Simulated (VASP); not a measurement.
A run of VASP 6.6.1 is set up as follows.

INCAR

```
SYSTEM = Sb
ALGO     = Normal         ! electronic algorithm
EDIFF    = 1E-6           ! SCF threshold, eV
EDIFFG   = -0.01          ! ionic threshold
ENCUT    = 600            ! plane-wave cutoff, eV
GGA      = PE             ! functional
IBRION   = 2              ! ionic algorithm
ISIF     = 3              ! what is computed and relaxed
ISMEAR   = 0              ! smearing method
LASPH    = .TRUE.         ! aspherical terms in the spheres
LCHARG   = .FALSE.        ! write CHGCAR
LREAL    = .FALSE.        ! projectors in reciprocal space
LWAVE    = .FALSE.        ! write WAVECAR
NELM     = 100            ! most SCF steps
NSW      = 100            ! ionic steps
PREC     = Accurate       ! precision mode
SIGMA    = 0.1            ! smearing width, eV
```

The input KPOINTS:

```
k-points
0
G
  18 18 18
  0 0 0
```

Contents of POSCAR:

```
Sb
1.0
    3.0898832279      0.0000000000      0.0000000000
    0.0000000000      3.0898832279      0.0000000000
    0.0000000000      0.0000000000      3.2053437961
Sb
1
Direct
    0.0000000000      0.0000000000      0.5000000000
```

Potentials or basis: VASP PAW PBE potentials, release 64 (Sb).

Run with:

```console
$ cat potpaw_PBE.64/Sb/POTCAR > POTCAR
$ mpirun -np 1 vasp_std > vasp.out
```

Estimate the relaxed volume.

30.04 Å³/atom.

Predict the space group after relaxing (to 0.05 Å).

Pm-3m (No. 221).

Predict the relaxed cell.

a = 3.109 Å, b = 3.109 Å, c = 3.108 Å, α = 90.00°, β = 90.00°, γ = 90.00°.

The path:
```tsv
step	energy change (eV)	largest force (eV/Å)	pressure (GPa)	volume (Å³)
1	0.0000	0.0000	-0.90	30.60
2	-0.0103	0.0000	0.41	29.84
3	-0.0103	0.0000	0.37	29.86
4	-0.0106	0.0000	-0.13	30.12
5	-0.0106	0.0000	0.01	30.04
```
